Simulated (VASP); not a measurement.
# Ca (I4/mmm) in VASP: further runs

The runs below take Ca through single point, with LDA.

Program: VASP 6.6.1. These are calculated values, not measurements. Logs are shortened: lines on timing, memory, paths and dates and some standing lists are left out, and cuts for length are marked.

### 1 The cell of the first run

The structure is tetragonal, space group I4/mmm (No. 139). The conventional cell has a = 3.452 Å, b = 3.452 Å, c = 7.323 Å, α = 90.00°, β = 90.00°, γ = 90.00°. Ca (site symmetry 4/mmm) has 12 Ca at 3.45 to 4.40 Å within 4.5 Å.

### 2 Single point, LDA

Input file INCAR:

```
ALGO = Fast
EDIFF = 1E-7
ENCUT = 520
GGA = CA
ISIF = 2
ISMEAR = 0
LASPH = T
LCHARG = F
LREAL = F
LWAVE = F
NBANDS = 11
NELM = 60
PREC = Accurate
SIGMA = 0.15
```

Input file KPOINTS:

```
k-points
0
Gamma
  16 16 16
```

Input file POSCAR:

```
Ca
1.0
    0.0000000000      2.4409585346      3.6614378018
    2.4409585346      0.0000000000      3.6614378018
    2.4409585346      2.4409585346      0.0000000000
Ca
1
Direct
    0.0000000000      0.0000000000      0.0000000000
```

Potentials or basis: VASP PAW LDA potentials, release 64 (Ca_sv).

Run with:

```console
> cat potpaw_LDA.64/Ca_sv/POTCAR > POTCAR
> mpirun -np 1 vasp_std > vasp.out
```

OUTCAR:

```text
EDIFF = 1E-7
   ENCUT = 520
   GGA = CA
   ISIF = 2
   ISMEAR = 0
   LASPH = T
   LREAL = F
   NELM = 60
   PREC = Accurate

 ion  position               nearest neighbor table
   1  0.000  0.000  0.000-

  LATTYP: Found a body centered tetragonal cell.
 ALAT       =     3.4520366648
 C/A-ratio  =     2.1213203435

  Lattice vectors:

 A1 = (  -2.4409585346,   0.0000000000,   3.6614378018)
 A2 = (   2.4409585346,   0.0000000000,   3.6614378018)
 A3 = (   0.0000000000,   2.4409585346,  -3.6614378018)

Analysis of symmetry for initial positions (statically):
=====================================================================
 Subroutine PRICEL returns:
 Original cell was already a primitive cell.

 Routine SETGRP: Setting up the symmetry group for a
 body centered tetragonal supercell.

 Subroutine GETGRP returns: Found 16 space group operations
 (whereof 16 operations were pure point group operations)
 out of a pool of 16 trial point group operations.

The static configuration has the point symmetry D_4h.

Analysis of symmetry for dynamics (positions and initial velocities):
=====================================================================
 Subroutine PRICEL returns:
 Original cell was already a primitive cell.

 Routine SETGRP: Setting up the symmetry group for a
 body centered tetragonal supercell.

 Subroutine GETGRP returns: Found 16 space group operations
 (whereof 16 operations were pure point group operations)
 out of a pool of 16 trial point group operations.

The dynamic configuration has the point symmetry D_4h.

 Subroutine INISYM returns: Found 16 space group operations
 (whereof 16 operations are pure point group operations),
 and found     1 'primitive' translations

----------------------------------------------------------------------------------------

                                     Primitive cell

  volume of cell :      43.6317

  direct lattice vectors                    reciprocal lattice vectors
     0.000000000  2.440958535  3.661437802    -0.204837564  0.204837564  0.136558376
     2.440958535  0.000000000  3.661437802     0.204837564 -0.204837564  0.136558376
     2.440958535  2.440958535  0.000000000     0.204837564  0.204837564 -0.136558376

  length of vectors
     4.400500579  4.400500579  3.452036665     0.320257779  0.320257779  0.320257779

  position of ions in fractional coordinates (direct lattice)
     0.000000000  0.000000000  0.000000000

  ion indices of the primitive-cell ions
   primitive index   ion index
                 1           1

----------------------------------------------------------------------------------------

 KPOINTS: k-points

Automatic generation of k-mesh.
 Grid dimensions read from file:
 generate k-points for:   16   16   16

 Generating k-lattice:

  Cartesian coordinates                     Fractional coordinates (reciprocal lattice)
    -0.012802348  0.012802348  0.008534898     0.062500000  0.000000000  0.000000000
     0.012802348 -0.012802348  0.008534898     0.000000000  0.062500000  0.000000000
     0.012802348  0.012802348 -0.008534898     0.000000000  0.000000000  0.062500000

  Length of vectors
     0.020016111  0.020016111  0.020016111

  Shift w.r.t. Gamma in fractional coordinates (k-lattice)
     0.000000000  0.000000000  0.000000000

 Subroutine IBZKPT returns following result:
 ===========================================

 Found    349 irreducible k-points:

 Following reciprocal coordinates:
            Coordinates               Weight
  0.000000  0.000000  0.000000      1.000000
  0.062500  0.000000  0.000000      8.000000
  0.125000  0.000000  0.000000      8.000000
  0.187500 -0.000000  0.000000      8.000000
  0.250000  0.000000  0.000000      8.000000
  0.312500 -0.000000  0.000000      8.000000
[... 16 lines left out ...]
 -0.125000  0.062500  0.000000      8.000000
 -0.062500  0.062500  0.000000      4.000000
 [... further k-points ...]
   k-points           NKPTS =    349   k-points in BZ     NKDIM =    349   number of bands    NBANDS=     11
   number of dos      NEDOS =    301   number of ions     NIONS =      1
   total plane-waves  NPLWV =  36288
   dimension x,y,z NGX =    36 NGY =   36 NGZ =   28
   dimension x,y,z NGXF=    72 NGYF=   72 NGZF=   56
   ions per type =               1
   NGX,Y,Z   is equivalent  to a cutoff of  13.60, 13.60, 13.48 a.u.
   NGXF,Y,Z  is equivalent  to a cutoff of  27.20, 27.20, 26.97 a.u.
 SYSTEM =  unknown system
   PREC   = accura    normal or accurate (medium, high low for compatibility)
   ISTART =      0    job   : 0-new  1-cont  2-samecut
   ICHARG =      2    charge: 1-file 2-atom 10-const
   ISPIN  =      1    spin polarized calculation?
   LNONCOLLINEAR =      F non collinear calculations
   LSORBIT =      F    spin-orbit coupling
   LASPH  =      T    aspherical Exc in radial PAW
   ENCUT  =  520.0 eV  38.22 Ry    6.18 a.u.   8.18  8.18  6.42*2*pi/ulx,y,z
   NELM   =     60;   NELMIN=  2; NELMDL= -5     # of ELM steps
   EDIFF  = 0.1E-06   stopping-criterion for ELM
   LREAL  =      F    real-space projection
   EDIFFG = 0.1E-05   stopping-criterion for IOM
   NSW    =      0    number of steps for IOM
   IBRION =     -1    ionic relax: 0-MD 1-quasi-New 2-CG
   NFREE  =      0    steps in history (QN), initial steepest desc. (CG)
   ISIF   =      2    stress and relaxation
   ISYM   =      2    0-nonsym 1-usesym 2-fastsym
   POTIM  = 0.5000    time-step for ionic-motion
   TEBEG  =    0.0;   TEEND  =   0.0 temperature during run
   PSTRESS=    0.0 pullay stress
   NELECT =      10.0000    total number of electrons
   NUPDOWN=      -1.0000    fix difference up-down
   EMIN   =  10.00;   EMAX   =-10.00  energy-range for DOS
   EFERMI =   0.00;   METHOD = LEGACY
   ISMEAR =     0;   SIGMA  =   0.15  broadening in eV -4-tet -1-fermi 0-gaus
   EFERMI_NEDOS =   21; number of points for ismear=-14 and -15
   IALGO  =     68    algorithm
   IMIX   =      4    mixing-type and parameters
     AMIX     =   0.40;   BMIX     =  1.00
     AMIX_MAG =   1.60;   BMIX_MAG =  1.00
  volume/ion in A,a.u.               =      43.63       294.44
  Fermi-wavevector in a.u.,A,eV,Ry     =   1.001861  1.893242 13.656506  1.003725
  Thomas-Fermi vector in A             =   2.134310
   LORBIT       =      0    0 simple, 1 ext, 2 COOP (PROOUT), +10 PAW based schemes
   GGA     = CA    functional components
   LHFCALC =     F    Hartree Fock is set to
   AEXX    =    0.0000 exact exchange contribution
   IVDW    =     0    specifies the selected vdW correction
   LEPSILON=     F    determine dielectric tensor
   LRPA    =     F    only Hartree local field effects (RPA)
 non-spin polarized calculation
 RMM-DIIS sequential band-by-band and
 Gauss-broadening in eV      SIGMA  =   0.15
  energy-cutoff  :      520.00
  volume of cell :       43.63
 maximum number of plane-waves:      1193
 NGX is ok and might be reduce to    36

 number of electron      10.0000000 magnetization

 Free energy of the ion-electron system (eV)
  ---------------------------------------------------
  ext. energy  EPLUGINS =         0.00000000
  ---------------------------------------------------
  free energy    TOTEN  =        -1.95495012 eV

  energy without entropy =       -1.94065885  energy(sigma->0) =       -1.94780448

 E-fermi :   1.5683     XC(G=0):  -7.8299

 val. band max:        1.5641682729   @ k =  -0.3750   0.0000   0.3750
 cond. band min:       1.5865700682   @ k =  -0.1250   0.4375   0.3125
 fundamental gap:      0.0224017953
 Fermi energy:         1.5682744274

 k-point     1 :       0.0000    0.0000    0.0000
  band No.  band energies     occupation
      1     -40.0584      2.00000
      2     -21.3011      2.00000
      3     -21.2180      2.00000
      4     -21.2180      2.00000
      5      -2.2762      2.00000
      6       2.7095      0.00000
      7       3.0991      0.00000
      8       4.7501      0.00000
      9       4.7501      0.00000
     10       5.7519      0.00000
     11       9.0005      0.00000

 k-point     2 :       0.0625    0.0000    0.0000
  band No.  band energies     occupation
      1     -40.0574      2.00000
      2     -21.3011      2.00000
      3     -21.2280      2.00000
      4     -21.2173      2.00000
      5      -2.2055      2.00000
      6       2.7359      0.00000
      7       3.1209      0.00000
      8       4.6395      0.00000
      9       4.7702      0.00000
     10       5.6967      0.00000
     11       9.0686      0.00000

 k-point     3 :       0.1250    0.0000    0.0000
  band No.  band energies     occupation
      1     -40.0547      2.00000
      2     -21.3011      2.00000
      3     -21.2565      2.00000
      4     -21.2153      2.00000
      5      -1.9965      2.00000
      6       2.7973      0.00000
      7       3.1825      0.00000
      8       4.3767      0.00000
      9       4.8270      0.00000
     10       5.5471      0.00000
     11       9.1797      0.00000

 k-point     4 :       0.1875   -0.0000    0.0000
  band No.  band energies     occupation
      1     -40.0506      2.00000
      2     -21.3046      2.00000
      3     -21.2952      2.00000
      4     -21.2122      2.00000
      5      -1.6580      2.00000
      6       2.8556      0.00000
      7       3.2183      0.00000
      8       4.1492      0.00000
      9       4.9063      0.00000
     10       5.3465      0.00000
     11       9.1106      0.00000
[... 239 lines left out ...]
 k-point    22 :      -0.1875    0.0625    0.0000
  band No.  band energies     occupation
      1     -40.0459      2.00000
      2     -21.3484      2.00000
      3     -21.2962      2.00000
      4     -21.2082      2.00000
      5      -1.3392      2.00000
      6       2.9402      0.00000
      7       3.3055      0.00000
      8       3.9403      0.00000
      9       4.9518      0.00000
     10       5.1252      0.00000
     11       9.2242      0.00000

 k-point    23 :      -0.1250    0.0625    0.0000
  band No.  band energies     occupation
      1     -40.0508      2.00000
      2     -21.2997      2.00000
      3     -21.2963      2.00000
      4     -21.2118      2.00000
      5      -1.7520      2.00000
      6       2.8928      0.00000
      7       3.4340      0.00000
      8       3.9448      0.00000
      9       4.8768      0.00000
     10       5.3322      0.00000
     11       9.5808      0.00000

 k-point    24 :      -0.0625    0.0625    0.0000
  band No.  band energies     occupation
      1     -40.0548      2.00000
      2     -21.2990      2.00000
      3     -21.2564      2.00000
      4     -21.2150      2.00000
      5      -2.0448      2.00000
      6       2.8148      0.00000
      7       3.2554      0.00000
      8       4.3212      0.00000
      9       4.8067      0.00000
     10       5.5432      0.00000
     11       9.3945      0.00000

 [... further k-points ...]

------------------------ aborting loop because EDIFF is reached ----------------------------------------

  FORCE on cell =-STRESS in cart. coord.  units (eV):
  Direction    XX          YY          ZZ          XY          YZ          ZX
  --------------------------------------------------------------------------------------
  -------------------------------------------------------------------------------------
  Total        0.1668122      0.1668122     -1.7105828      0.0000000     -0.0000000     -0.0000000
  in kB        6.1254197      6.1254197    -62.8133887      0.0000000     -0.0000000     -0.0000000
  external PRESSURE =     -16.8541831 kB  Pullay stress =       0.0000000 kB

 VOLUME and BASIS-vectors are now :
 -----------------------------------------------------------------------------
  energy-cutoff  :      520.00
  volume of cell :       43.63
      direct lattice vectors                 reciprocal lattice vectors
     0.000000000  2.440958535  3.661437802    -0.204837564  0.204837564  0.136558376
     2.440958535  0.000000000  3.661437802     0.204837564 -0.204837564  0.136558376
     2.440958535  2.440958535  0.000000000     0.204837564  0.204837564 -0.136558376

 POSITION                                       TOTAL-FORCE (eV/Angst)
 -----------------------------------------------------------------------------------
      0.00000      0.00000      0.00000        -0.000000      0.000000     -0.000000
 -----------------------------------------------------------------------------------
    total drift:                               -0.000000     -0.000000     -0.000000

  FREE ENERGIE OF THE ION-ELECTRON SYSTEM (eV)
  ---------------------------------------------------
  free  energy   TOTEN  =        -1.9549501206 eV

  energy  without entropy=       -1.9406588475  energy(sigma->0) =       -1.94780448
```

It took 8.4 min on 1 thread of AMD EPYC 7R13, shared host; peak memory 0.26 GiB.

What came out:

| Item | Value |
| --- | --- |
| Free energy | -1.9550 eV |
| Pressure | -1.7 GPa |
| Band gap on the k mesh | zero (band 5 reaches 1.78 eV, above the bottom of band 6 at 0.93 eV) |

Stress tensor (GPa, compression positive):
```
 0.61  0.00  0.00
 0.00  0.61  0.00
 0.00  0.00 -6.28
```

Levels at points of the mesh, in eV from the Fermi level:
```csv
k point,band 1,band 2,band 3,band 4,band 5,band 6,band 7,band 8,band 9,band 10
"(0.00, 0.00, 0.00)",-41.63,-22.87,-22.79,-22.79,-3.84,1.14,1.53,3.18,3.18,4.18
"(0.50, 0.00, 0.00)",-41.60,-23.05,-22.87,-22.77,-0.70,0.20,1.14,2.95,3.47,3.83
"(0.50, 0.50, 0.00)",-41.62,-22.92,-22.79,-22.79,-1.61,-0.63,0.78,3.93,3.93,4.04
"(0.50, 0.00, 0.50)",-41.58,-23.02,-23.00,-22.84,-0.24,0.87,2.59,2.87,3.19,4.94
```

### 3 Single point, LDA

This run uses another cell than the first one, of the same volume but with other edges.

Input file INCAR:

```
SYSTEM = Ca
ALGO = Fast ; EDIFF = 1E-6
ENCUT = 520 ; ISIF = 2
ISMEAR = 0 ; LASPH = .TRUE.
LCHARG = .FALSE. ; LREAL = .FALSE.
LWAVE = .FALSE. ; NBANDS = 11
NELM = 80 ; PREC = Accurate
SIGMA = 0.15
```

Input file KPOINTS:

```
k-points
0
G
  16 16 16
  0 0 0
```

Input file POSCAR:

```
Ca
1.0
    0.0000000000      2.8324814693      2.7191822106
    2.8324814693      0.0000000000      2.7191822106
    2.8324814693      2.8324814693      0.0000000000
Ca
1
Direct
    0.0000000000      0.0000000000      0.0000000000
```

Potentials or basis: VASP PAW LDA potentials, release 64 (Ca_sv).

Run with:

```console
> cat potpaw_LDA.64/Ca_sv/POTCAR > POTCAR
> mpirun -np 1 vasp_std > vasp.out
```

Wall time 4.5 min (1 thread of AMD EPYC 7R13, shared host); peak memory 0.25 GiB.

It converged, with:

```yaml
Free_energy: -2.1722 eV
Pressure: -2.1 GPa
Band_gap_on_the_k_mesh: zero (band 5 reaches 1.87 eV, above the bottom of band 6 at 1.53 eV)
```

Stress tensor (GPa, compression positive):
```
-2.19  0.00  0.00
 0.00 -2.19  0.00
 0.00  0.00 -1.97
```

Levels at points of the mesh, in eV from the Fermi level:
| k point | band 3 | band 4 | band 5 | band 6 | band 7 | band 8 |
| --- | --- | --- | --- | --- | --- | --- |
| (0.00, 0.00, 0.00) | -22.86 | -22.86 | -3.96 | 2.11 | 2.11 | 2.28 |
| (0.50, 0.00, 0.00) | -22.88 | -22.87 | -1.02 | -0.13 | 1.95 | 2.17 |
| (0.50, 0.50, 0.00) | -22.92 | -22.92 | -0.38 | 0.46 | 1.20 | 3.83 |
| (0.50, 0.00, 0.50) | -22.91 | -22.90 | -0.51 | 0.54 | 0.82 | 3.83 |
